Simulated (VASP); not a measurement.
# MnAs (P6_3/mmc) in VASP: single point with PBE

Aim: the single point of MnAs with PBE.

Program: VASP 6.6.1. These are calculated values, not measurements. Logs are shortened: lines on timing, memory, paths and dates and some standing lists are left out, and cuts for length are marked.

**1. The cell of the first run**

It takes space group P6_3/mmc (No. 194, hexagonal). The conventional cell has a = 3.710 Å, b = 3.710 Å, c = 5.691 Å, α = 90.00°, β = 90.00°, γ = 120.00°. Within 3.4 Å of Mn (site symmetry -3m) lie 6 As at 2.57 Å and 2 Mn at 2.85 Å. As (site symmetry -6m2) has 6 Mn at 2.57 Å within 3.4 Å.

**2. Single point, PBE, collinear spin, ferromagnetic start**

File INCAR:

```
SYSTEM = MnAs
PREC     = Accurate       ! precision mode
ENCUT    = 520            ! plane-wave cutoff, eV
EDIFF    = 1E-6           ! SCF threshold, eV
ISMEAR   = 1              ! smearing method
SIGMA    = 0.02           ! smearing width, eV
LREAL    = .FALSE.        ! projectors in reciprocal space
LASPH    = .TRUE.         ! aspherical terms in the spheres
NELM     = 150            ! most SCF steps
ALGO     = Normal         ! electronic algorithm
ISIF     = 2              ! what is computed and relaxed
LWAVE    = .FALSE.        ! write WAVECAR
LCHARG   = .TRUE.         ! write CHGCAR
ISPIN    = 2              ! spin polarisation
MAGMOM   = 2.8 2.8 0 0    ! initial moments
LORBIT   = 11             ! projections on sites
LMAXMIX  = 4              ! l up to which the mixer works
GGA      = PE             ! functional
LELF     = .TRUE.         ! ELF
LVHAR    = .TRUE.       
NBANDS   = 30             ! bands
```

File KPOINTS:

```
regular mesh
0
G
  11 11 6
  0 0 0
```

File POSCAR:

```
MnAs
1.0
    3.7100000000      0.0000000000      0.0000000000
   -1.8550000000      3.2129542500      0.0000000000
    0.0000000000      0.0000000000      5.6910000000
Mn As
2 2
Direct
    0.0000000000      0.0000000000      0.0000000000
    0.0000000000      0.0000000000      0.5000000000
    0.3333333333      0.6666666667      0.2500000000
    0.6666666667      0.3333333333      0.7500000000
```

Potentials or basis: VASP PAW PBE potentials, release 64 (Mn_pv, As).

On the command line:

```sh
$ cat potpaw_PBE.64/Mn_pv/POTCAR potpaw_PBE.64/As/POTCAR > POTCAR
$ mpirun -np 1 vasp_std > vasp.out
```

OUTCAR:

```text
SYSTEM = MnAs
   PREC = Accurate
   ENCUT = 520
   EDIFF = 1E-6
   ISMEAR = 1
   LREAL = .FALSE.
   LASPH = .TRUE.
   NELM = 150
   ISIF = 2
   ISPIN = 2
   LORBIT = 11
   GGA = PE

 ion  position               nearest neighbor table
   1  0.000  0.000  0.000-   3 2.57   4 2.57   4 2.57   3 2.57   4 2.57   3 2.57   2 2.85   2 2.85

   2  0.000  0.000  0.500-   3 2.57   4 2.57   4 2.57   3 2.57   4 2.57   3 2.57   1 2.85   1 2.85

   3  0.333  0.667  0.250-   1 2.57   2 2.57   1 2.57   2 2.57   1 2.57   2 2.57
   4  0.667  0.333  0.750-   1 2.57   2 2.57   1 2.57   2 2.57   1 2.57   2 2.57

  LATTYP: Found a hexagonal cell.
 ALAT       =     3.7100000000
 C/A-ratio  =     1.5339622642

  Lattice vectors:

 A1 = (   3.7100000000,   0.0000000000,   0.0000000000)
 A2 = (  -1.8550000000,   3.2129542500,   0.0000000000)
 A3 = (   0.0000000000,   0.0000000000,   5.6910000000)

Analysis of symmetry for initial positions (statically):
=====================================================================
 Subroutine PRICEL returns:
 Original cell was already a primitive cell.

 Routine SETGRP: Setting up the symmetry group for a
 hexagonal supercell.

 Subroutine GETGRP returns: Found 24 space group operations
 (whereof 12 operations were pure point group operations)
 out of a pool of 24 trial point group operations.

The static configuration has the point symmetry D_3d.
 The point group associated with its full space group is D_6h.

Analysis of symmetry for dynamics (positions and initial velocities):
=====================================================================
 Subroutine PRICEL returns:
 Original cell was already a primitive cell.

 Routine SETGRP: Setting up the symmetry group for a
 hexagonal supercell.

 Subroutine GETGRP returns: Found 24 space group operations
 (whereof 12 operations were pure point group operations)
 out of a pool of 24 trial point group operations.

The dynamic configuration has the point symmetry D_3d.
 The point group associated with its full space group is D_6h.

Analysis of structural, dynamic, and magnetic symmetry:
=====================================================================
 Subroutine PRICEL returns:
 Original cell was already a primitive cell.

 Routine SETGRP: Setting up the symmetry group for a
 hexagonal supercell.

 Subroutine GETGRP returns: Found 24 space group operations
 (whereof 12 operations were pure point group operations)
 out of a pool of 24 trial point group operations.

The overall configuration has the point symmetry D_3d.
 The point group associated with its full space group is D_6h.

 Subroutine INISYM returns: Found 24 space group operations
 (whereof 12 operations are pure point group operations),
 and found     1 'primitive' translations

----------------------------------------------------------------------------------------

                                     Primitive cell

  volume of cell :      67.8371

  direct lattice vectors                    reciprocal lattice vectors
     3.710000000  0.000000000  0.000000000     0.269541779  0.155620019  0.000000000
    -1.855000000  3.212954250  0.000000000     0.000000000  0.311240037  0.000000000
     0.000000000  0.000000000  5.691000000     0.000000000  0.000000000  0.175716043

  length of vectors
     3.710000000  3.710000002  5.691000000     0.311240037  0.311240037  0.175716043

  position of ions in fractional coordinates (direct lattice)
     0.000000000  0.000000000  0.000000000
     0.000000000  0.000000000  0.500000000
     0.333333333  0.666666667  0.250000000
     0.666666667  0.333333333  0.750000000

  ion indices of the primitive-cell ions
   primitive index   ion index
                 1           1
                 2           2
                 3           3
                 4           4

----------------------------------------------------------------------------------------

 KPOINTS: regular mesh

Automatic generation of k-mesh.
 Grid dimensions read from file:
 generate k-points for:   11   11    6

 Generating k-lattice:

  Cartesian coordinates                     Fractional coordinates (reciprocal lattice)
     0.024503798  0.014147274  0.000000000     0.090909091 -0.000000000  0.000000000
     0.000000000  0.028294549  0.000000000     0.000000000  0.090909091  0.000000000
     0.000000000  0.000000000  0.029286007     0.000000000  0.000000000  0.166666667

  Length of vectors
     0.028294549  0.028294549  0.029286007

  Shift w.r.t. Gamma in fractional coordinates (k-lattice)
     0.000000000  0.000000000  0.000000000

 Subroutine IBZKPT returns following result:
 ===========================================

 Found     64 irreducible k-points:

 Following reciprocal coordinates:
            Coordinates               Weight
  0.000000  0.000000  0.000000      1.000000
  0.090909  0.000000  0.000000      6.000000
  0.181818  0.000000  0.000000      6.000000
  0.272727  0.000000  0.000000      6.000000
  0.363636  0.000000  0.000000      6.000000
  0.454545  0.000000  0.000000      6.000000
[... 16 lines left out ...]
  0.090909  0.090909  0.166667     12.000000
  0.181818  0.090909  0.166667     24.000000
 [... further k-points ...]
   k-points           NKPTS =     64   k-points in BZ     NKDIM =     64   number of bands    NBANDS=     30
   number of dos      NEDOS =    301   number of ions     NIONS =      4
   total plane-waves  NPLWV =  32928
   dimension x,y,z NGX =    28 NGY =   28 NGZ =   42
   dimension x,y,z NGXF=    56 NGYF=   56 NGZF=   84
   ions per type =               2   2
   NGX,Y,Z   is equivalent  to a cutoff of  12.55, 12.55, 12.27 a.u.
   NGXF,Y,Z  is equivalent  to a cutoff of  25.09, 25.09, 24.54 a.u.
 SYSTEM =  MnAs
   PREC   = accura    normal or accurate (medium, high low for compatibility)
   ISTART =      0    job   : 0-new  1-cont  2-samecut
   ICHARG =      2    charge: 1-file 2-atom 10-const
   ISPIN  =      2    spin polarized calculation?
   LNONCOLLINEAR =      F non collinear calculations
   LSORBIT =      F    spin-orbit coupling
   LASPH  =      T    aspherical Exc in radial PAW
   ENCUT  =  520.0 eV  38.22 Ry    6.18 a.u.   6.90  6.90 10.58*2*pi/ulx,y,z
   NELM   =    150;   NELMIN=  2; NELMDL= -5     # of ELM steps
   EDIFF  = 0.1E-05   stopping-criterion for ELM
   LREAL  =      F    real-space projection
   EDIFFG = 0.1E-04   stopping-criterion for IOM
   NSW    =      0    number of steps for IOM
   IBRION =     -1    ionic relax: 0-MD 1-quasi-New 2-CG
   NFREE  =      0    steps in history (QN), initial steepest desc. (CG)
   ISIF   =      2    stress and relaxation
   ISYM   =      2    0-nonsym 1-usesym 2-fastsym
   POTIM  = 0.5000    time-step for ionic-motion
   TEBEG  =    0.0;   TEEND  =   0.0 temperature during run
   PSTRESS=    0.0 pullay stress
   NELECT =      36.0000    total number of electrons
   NUPDOWN=      -1.0000    fix difference up-down
   EMIN   =  10.00;   EMAX   =-10.00  energy-range for DOS
   EFERMI =   0.00;   METHOD = LEGACY
   ISMEAR =     1;   SIGMA  =   0.02  broadening in eV -4-tet -1-fermi 0-gaus
   EFERMI_NEDOS =   21; number of points for ismear=-14 and -15
   IALGO  =     38    algorithm
   IMIX   =      4    mixing-type and parameters
     AMIX     =   0.40;   BMIX     =  1.00
     AMIX_MAG =   1.60;   BMIX_MAG =  1.00
  volume/ion in A,a.u.               =      16.96       114.45
  Fermi-wavevector in a.u.,A,eV,Ry     =   1.325419  2.504679 23.901852  1.756737
  Thomas-Fermi vector in A             =   2.454882
   LORBIT       =     11    0 simple, 1 ext, 2 COOP (PROOUT), +10 PAW based schemes
   GGA     = PE    functional components
   LHFCALC =     F    Hartree Fock is set to
   AEXX    =    0.0000 exact exchange contribution
   IVDW    =     0    specifies the selected vdW correction
   LEPSILON=     F    determine dielectric tensor
   LRPA    =     F    only Hartree local field effects (RPA)
 spin polarized calculation
 Methfessel and Paxton  Order N= 1 SIGMA  =   0.02
  energy-cutoff  :      520.00
  volume of cell :       67.84
 maximum number of plane-waves:      1846
 NGX is ok and might be reduce to    28
   NGX = 13   NGY = 13   NGZ = 21

 number of electron      35.9999987 magnetization       6.3351367

 Free energy of the ion-electron system (eV)
  ---------------------------------------------------
  ext. energy  EPLUGINS =         0.00000000
  ---------------------------------------------------
  free energy    TOTEN  =       -28.21812288 eV

  energy without entropy =      -28.21800818  energy(sigma->0) =      -28.21808465

 E-fermi :   6.8089     XC(G=0): -11.1665

 val. band max:        6.8064122476   @ k =   0.2727   0.0909   0.5000
 cond. band min:       6.8144135253   @ k =   0.3636   0.0909   0.5000
 fundamental gap:      0.0080012776
 Fermi energy:         6.8089224213

 spin component 1

 k-point     1 :       0.0000    0.0000    0.0000
  band No.  band energies     occupation
      1     -43.1617      1.00000
      2     -43.1617      1.00000
      3     -43.1524      1.00000
      4     -43.1524      1.00000
      5     -42.9577      1.00000
      6     -42.8612      1.00000
[... 22 lines left out ...]
     29      16.7051      0.00000
     30      16.7051      0.00000

 k-point     2 :       0.0909    0.0000    0.0000
  band No.  band energies     occupation
      1     -43.1623      1.00000
      2     -43.1618      1.00000
      3     -43.1529      1.00000
      4     -43.1525      1.00000
      5     -42.9576      1.00000
      6     -42.8612      1.00000
[... 22 lines left out ...]
     29      15.4224      0.00000
     30      15.9073      0.00000

 k-point     3 :       0.1818    0.0000    0.0000
  band No.  band energies     occupation
      1     -43.1637      1.00000
      2     -43.1623      1.00000
      3     -43.1542      1.00000
      4     -43.1528      1.00000
      5     -42.9573      1.00000
      6     -42.8610      1.00000
[... 682 lines left out ...]
     29      15.0413      0.00000
     30      15.1468      0.00000

 k-point    24 :       0.1818    0.0909    0.1667
  band No.  band energies     occupation
      1     -43.1642      1.00000
      2     -43.1621      1.00000
      3     -43.1558      1.00000
      4     -43.1538      1.00000
      5     -42.9507      1.00000
      6     -42.8674      1.00000
[... 22 lines left out ...]
     29      14.7055      0.00000
     30      15.9452      0.00000

 [... further k-points ...]

 spin component 2

 k-point     1 :       0.0000    0.0000    0.0000
  band No.  band energies     occupation
      1     -39.6895      1.00000
      2     -39.6883      1.00000
      3     -39.6883      1.00000
      4     -39.6770      1.00000
      5     -39.6770      1.00000
      6     -39.5761      1.00000
[... 22 lines left out ...]
     29      17.6326      0.00000
     30      17.7199      0.00000

 k-point     2 :       0.0909    0.0000    0.0000
  band No.  band energies     occupation
      1     -39.6893      1.00000
      2     -39.6890      1.00000
      3     -39.6885      1.00000
      4     -39.6776      1.00000
      5     -39.6771      1.00000
      6     -39.5760      1.00000
[... 22 lines left out ...]
     29      16.3457      0.00000
     30      16.4958      0.00000

 k-point     3 :       0.1818    0.0000    0.0000
  band No.  band energies     occupation
      1     -39.6910      1.00000
      2     -39.6890      1.00000
      3     -39.6889      1.00000
      4     -39.6792      1.00000
      5     -39.6775      1.00000
      6     -39.5759      1.00000
[... 682 lines left out ...]
     29      15.4523      0.00000
     30      15.8190      0.00000

 k-point    24 :       0.1818    0.0909    0.1667
  band No.  band energies     occupation
      1     -39.6916      1.00000
      2     -39.6888      1.00000
      3     -39.6814      1.00000
      4     -39.6810      1.00000
      5     -39.6787      1.00000
      6     -39.5833      1.00000
[... 22 lines left out ...]
     29      15.3233      0.00000
     30      16.4505      0.00000

 [... further k-points ...]
[... 5 lines left out ...]
  --------------------------------------------------------------------------------------
  -------------------------------------------------------------------------------------
  Total       -0.9005036     -0.9005036     -2.0046805      0.0000000      0.0000000      0.0000000
  in kB      -21.2681158    -21.2681158    -47.3465912      0.0000000      0.0000000      0.0000000
  external PRESSURE =     -29.9609409 kB  Pullay stress =       0.0000000 kB

 VOLUME and BASIS-vectors are now :
 -----------------------------------------------------------------------------
  energy-cutoff  :      520.00
  volume of cell :       67.84
      direct lattice vectors                 reciprocal lattice vectors
     3.710000000  0.000000000  0.000000000     0.269541779  0.155620019  0.000000000
    -1.855000000  3.212954250  0.000000000     0.000000000  0.311240037  0.000000000
     0.000000000  0.000000000  5.691000000     0.000000000  0.000000000  0.175716043

 POSITION                                       TOTAL-FORCE (eV/Angst)
 -----------------------------------------------------------------------------------
      0.00000      0.00000      0.00000         0.000000      0.000000     -0.000000
      0.00000      0.00000      2.84550         0.000000      0.000000     -0.000000
     -0.00000      2.14197      1.42275        -0.000000      0.000000      0.000000
      1.85500      1.07098      4.26825         0.000000      0.000000      0.000000
 -----------------------------------------------------------------------------------
    total drift:                               -0.000000      0.000000      0.000000

  FREE ENERGIE OF THE ION-ELECTRON SYSTEM (eV)
  ---------------------------------------------------
  free  energy   TOTEN  =       -28.2181228824 eV

  energy  without entropy=      -28.2180081832  energy(sigma->0) =      -28.21808465

 total charge

# of ion       s       p       d       tot
------------------------------------------
    1        0.280   6.240   5.054  11.574
    2        0.280   6.240   5.054  11.574
    3        1.228   1.510   0.049   2.787
    4        1.228   1.510   0.049   2.787
--------------------------------------------------
tot          3.014  15.501  10.206  28.721

 magnetization (x)

# of ion       s       p       d       tot
------------------------------------------
    1        0.037   0.025   3.162   3.223
    2        0.037   0.025   3.162   3.223
    3        0.011  -0.142   0.008  -0.123
    4        0.011  -0.142   0.008  -0.123
--------------------------------------------------
tot          0.095  -0.233   6.340   6.202
```

It took 1.7 min on 1 thread of Intel Xeon 6975P-C (Granite Rapids), shared host; peak memory 0.33 GiB.

Results:

| Property | Result |
| --- | --- |
| Free energy | -28.2181 eV |
| Pressure | -3.0 GPa |
| Net moment | 6.34 μB per cell |
| Site moments | Mn +3.22; As -0.12 μB |
| Valence electrons inside the program's atomic spheres | Mn 11.57; As 2.79 |

Stress tensor (GPa, compression positive):
```
-2.13  0.00  0.00
 0.00 -2.13  0.00
 0.00  0.00 -4.73
```

Levels at points of the mesh, in eV from the Fermi level:
Spin up:
```tsv
k point	band 19	band 20	band 21	band 22	band 23	band 24
(0.00, 0.00, 0.00)	-0.49	0.59	0.59	1.51	2.86	2.86
(0.00, 0.00, 0.50)	-1.03	-1.03	2.04	2.04	2.04	2.04
```
Spin down:
| k point | band 13 | band 14 | band 15 | band 16 | band 17 | band 18 |
| --- | --- | --- | --- | --- | --- | --- |
| (0.00, 0.00, 0.00) | -0.10 | -0.10 | 0.03 | 0.03 | 0.53 | 0.53 |
| (0.00, 0.00, 0.50) | -1.97 | -1.97 | 0.44 | 0.44 | 0.44 | 0.44 |

Caveat: the run started ferromagnetic, and an antiferromagnetic order may lie lower in energy.
